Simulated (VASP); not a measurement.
Write the native input for VASP 6.6.1 that does the following.

* Task: single point
* Functional: PBE
* Potentials or basis: VASP PAW PBE potentials, release 64 (Zn, S)
* Cutoff: 520 eV
* k mesh: 8 × 8 × 8
* Occupations: fermi-dirac, width 0.02 eV
* Spin: no spin polarisation
* Dipole correction: no
* Further INCAR settings: ALGO = Normal; EDIFF = 1e-07; NBANDS = 16

The structure of ZnS lies in POSCAR:

```
ZnS
1.0
    0.0000000000      2.7215050596      2.7215050596
    2.7215050596      0.0000000000      2.7215050596
    2.7215050596      2.7215050596      0.0000000000
Zn S
1 1
Direct
    0.2500000000      0.2500000000      0.2500000000
    0.0000000000      0.0000000000      0.0000000000
```

The input as run:

INCAR

```
SYSTEM = ZnS
ALGO = Normal ; EDIFF = 1E-7
ENCUT = 520 ; GGA = PE
ISIF = 2 ; ISMEAR = -1
LASPH = .True. ; LCHARG = .False.
LREAL = .False. ; LWAVE = .False.
NBANDS = 16 ; NELM = 80
PREC = Accurate ; SIGMA = 0.02
```

KPOINTS

```
k-points
0
Gamma
  8 8 8
  0 0 0
```

Potentials or basis: VASP PAW PBE potentials, release 64 (Zn, S).

Command:

```bash
$ cat potpaw_PBE.64/Zn/POTCAR potpaw_PBE.64/S/POTCAR > POTCAR
$ mpirun -np 1 vasp_std > vasp.out
```

Results of the run:

```
Pressure               : 0.2 GPa
Band gap on the k mesh : 2.02 eV, direct
```

It took 9.5 s on 1 thread of Intel(R) Xeon(R) 6975P-C (Granite Rapids) (shared host), peak memory 0.17 GiB.
